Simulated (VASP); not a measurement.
# Ge in VASP: further runs, part 3 of 3

VASP 6.6.1. Earlier steps stand in the parts before.

### 5 Single point, PBEsol (strain -0.025 along x and y, -0.050 along z)

INCAR

```
SYSTEM = Ge
ALGO     = Normal         ! electronic algorithm
EDIFF    = 1E-6           ! SCF threshold, eV
ENCUT    = 520            ! plane-wave cutoff, eV
GGA      = PS             ! functional
ISIF     = 2              ! what is computed and relaxed
ISMEAR   = 0              ! smearing method
LASPH    = .TRUE.         ! aspherical terms in the spheres
LCHARG   = .FALSE.        ! write CHGCAR
LREAL    = .FALSE.        ! projectors in reciprocal space
LWAVE    = .FALSE.        ! write WAVECAR
NBANDS   = 21             ! bands
NELM     = 60             ! most SCF steps
PREC     = Accurate       ! precision mode
SIGMA    = 0.15           ! smearing width, eV
```

KPOINTS

```
k-points
0
G
  14 14 14
  0 0 0
```

POSCAR

```
Ge
1.0
    0.0000000000      2.7580507500      2.6873315000
    2.7580507500      0.0000000000      2.6873315000
    2.7580507500      2.7580507500      0.0000000000
Ge
2
Direct
    0.5000000000      0.5000000000      0.5000000000
    0.7500000000      0.7500000000      0.7500000000
```

Potentials or basis: VASP PAW PBE potentials, release 64 (Ge_d).

Launch:

```sh
cat potpaw_PBE.64/Ge_d/POTCAR > POTCAR
mpirun -np 1 vasp_std > vasp.out
```

OUTCAR:

```text
SYSTEM = Ge
   EDIFF = 1E-6
   ENCUT = 520
   GGA = PS
   ISIF = 2
   ISMEAR = 0
   LASPH = .TRUE.
   LREAL = .FALSE.
   NELM = 60
   PREC = Accurate

 ion  position               nearest neighbor table
   1  0.500  0.500  0.500-   2 2.37   2 2.37   2 2.37   2 2.37
   2  0.750  0.750  0.750-   1 2.37   1 2.37   1 2.37   1 2.37

  LATTYP: Found a body centered tetragonal cell.
 ALAT       =     3.9004727764
 C/A-ratio  =     1.3779516762

  Lattice vectors:

 A1 = (   0.0000000000,  -2.7580507500,  -2.6873315000)
 A2 = (   0.0000000000,   2.7580507500,  -2.6873315000)
 A3 = (   2.7580507500,   0.0000000000,   2.6873315000)

Analysis of symmetry for initial positions (statically):
=====================================================================
 Subroutine PRICEL returns:
 Original cell was already a primitive cell.

 Routine SETGRP: Setting up the symmetry group for a
 body centered tetragonal supercell.

 Subroutine GETGRP returns: Found 16 space group operations
 (whereof  8 operations were pure point group operations)
 out of a pool of 16 trial point group operations.

[... 156 lines left out ...]

 Free energy of the ion-electron system (eV)
  ---------------------------------------------------
  ext. energy  EPLUGINS =         0.00000000
  ---------------------------------------------------
  free energy    TOTEN  =        -9.73900164 eV

  energy without entropy =       -9.73873452  energy(sigma->0) =       -9.73886808

 E-fermi :   6.0282     XC(G=0): -10.6236

 val. band max:        5.8421295236   @ k =   0.0000   0.0000   0.0000
 cond. band min:       6.0513207491   @ k =   0.0000   0.0000   0.0000
 fundamental gap:      0.2091912256
 Fermi energy:         6.0281520535

 k-point     1 :       0.0000    0.0000    0.0000
  band No.  band energies     occupation
      1     -19.0329      2.00000
      2     -19.0233      2.00000
      3     -19.0233      2.00000
      4     -18.9839      2.00000
      5     -18.9786      2.00000
      6     -18.7115      2.00000
[... 565 lines left out ...]
     20      15.4892      0.00000
     21      15.8946      0.00000

 [... further k-points ...]
[... 5 lines left out ...]
  --------------------------------------------------------------------------------------
  -------------------------------------------------------------------------------------
  Total        2.3186631      2.3186631      2.7794946      0.0000000     -0.0000000     -0.0000000
  in kB       90.8641346     90.8641346    108.9232694      0.0000000     -0.0000000     -0.0000000
  external PRESSURE =      96.8838462 kB  Pullay stress =       0.0000000 kB

 VOLUME and BASIS-vectors are now :
 -----------------------------------------------------------------------------
  energy-cutoff  :      520.00
  volume of cell :       40.88
      direct lattice vectors                 reciprocal lattice vectors
     0.000000000  2.758050750  2.687331500    -0.181287455  0.181287455  0.186058177
     2.758050750  0.000000000  2.687331500     0.181287455 -0.181287455  0.186058177
     2.758050750  2.758050750  0.000000000     0.181287455  0.181287455 -0.186058177

 POSITION                                       TOTAL-FORCE (eV/Angst)
 -----------------------------------------------------------------------------------
      2.75805      2.75805      2.68733         0.000000      0.000000      0.000000
      4.13708      4.13708      4.03100        -0.000000     -0.000000      0.000000
 -----------------------------------------------------------------------------------
    total drift:                                0.000000     -0.000000     -0.000000

  FREE ENERGIE OF THE ION-ELECTRON SYSTEM (eV)
  ---------------------------------------------------
  free  energy   TOTEN  =        -9.7390016350 eV

  energy  without entropy=       -9.7387345217  energy(sigma->0) =       -9.73886808
```

OSZICAR:

```text
N       E                     dE             d eps       ncg     rms          rms(c)
DAV:   1     0.188410646569E+03    0.18841E+03   -0.14430E+04 11671   0.376E+03
DAV:   2     0.168550978421E+02   -0.17156E+03   -0.16569E+03 10283   0.611E+02
DAV:   3    -0.911006179336E+01   -0.25965E+02   -0.25795E+02 11683   0.142E+02
DAV:   4    -0.992870855161E+01   -0.81865E+00   -0.81817E+00 11556   0.298E+01
DAV:   5    -0.994141221292E+01   -0.12704E-01   -0.12703E-01 11736   0.402E+00    0.375E+00
DAV:   6    -0.980244710458E+01    0.13897E+00   -0.43460E-02 12063   0.219E+00    0.213E+00
DAV:   7    -0.973773057145E+01    0.64717E-01   -0.79672E-02 10873   0.247E+00    0.163E-01
DAV:   8    -0.973886514681E+01   -0.11346E-02   -0.73388E-03 12018   0.106E+00    0.567E-02
DAV:   9    -0.973900023195E+01   -0.13509E-03   -0.17240E-04 11231   0.128E-01    0.105E-02
DAV:  10    -0.973900057388E+01   -0.34192E-06   -0.10829E-05 14276   0.446E-02    0.548E-03
DAV:  11    -0.973900171003E+01   -0.11362E-05   -0.25637E-06  9356   0.132E-02    0.263E-03
DAV:  12    -0.973900163502E+01    0.75011E-07   -0.18385E-07  6794   0.777E-03
   1 F= -.97390016E+01 E0= -.97388681E+01  d E =-.267113E-03
```

stdout:

```text
POSCAR found type information on POSCAR Ge
 POSCAR found :  1 types and       2 ions
 scaLAPACK will be used
 -----------------------------------------------------------------------------
|                                                                             |
|                                                                             |
|     You enforced a specific xc type in the INCAR file but a different       |
|     I HOPE YOU KNOW WHAT YOU ARE DOING!                                     |
|                                                                             |
 -----------------------------------------------------------------------------

 LDA part: xc-table for (Slater+PW92), standard interpolation
 POSCAR, INCAR and KPOINTS ok, starting setup
 FFT: planning ... GRIDC
 FFT: planning ... GRID_SOFT
 FFT: planning ... GRID
 WAVECAR not read
 entering main loop
```

Run time: 3.3 min. Hardware: 1 thread of Intel Xeon Platinum 8259CL at 2.50GHz (Skylake/Cascade Lake), shared host; peak memory 0.29 GiB.

Results:

```yaml
Free_energy: -9.7390 eV
Pressure: 9.7 GPa
```

Caveat: the cell differs from its parent crystal (strain -0.025 along x and y, -0.050 along z); the PAW data sets were made with another functional, which shifts forces and pressure a little.

### 6 Summary

```tsv
cell	gap on the mesh (eV)	pressure (GPa)
a = 4.100 Å, angles 60.0°, 2 atoms	none	-3.8
a = 4.201 Å, angles 60.0°, 2 atoms	none	-6.7
a = 3.902, b = 3.902, c = 3.800 Å, angles 60.9, 60.9, 58.3°, 2 atoms	-	9.7
a = 3.851, b = 3.851, c = 3.900 Å, angles 59.6, 59.6, 60.9°, 2 atoms	-	9.7
```

Alike in all rows: task single point; level PBEsol; potentials or basis VASP PAW PBE potentials, release 64 (Ge_d); no spin polarisation; k mesh 14 × 14 × 14; cutoff (eV) 520; smearing gaussian 0.15 eV.

Caveats: the PAW data sets were made with another functional, which shifts forces and pressure a little.

Total energies depend on the potentials used, so only differences within one code and one set of settings carry meaning.
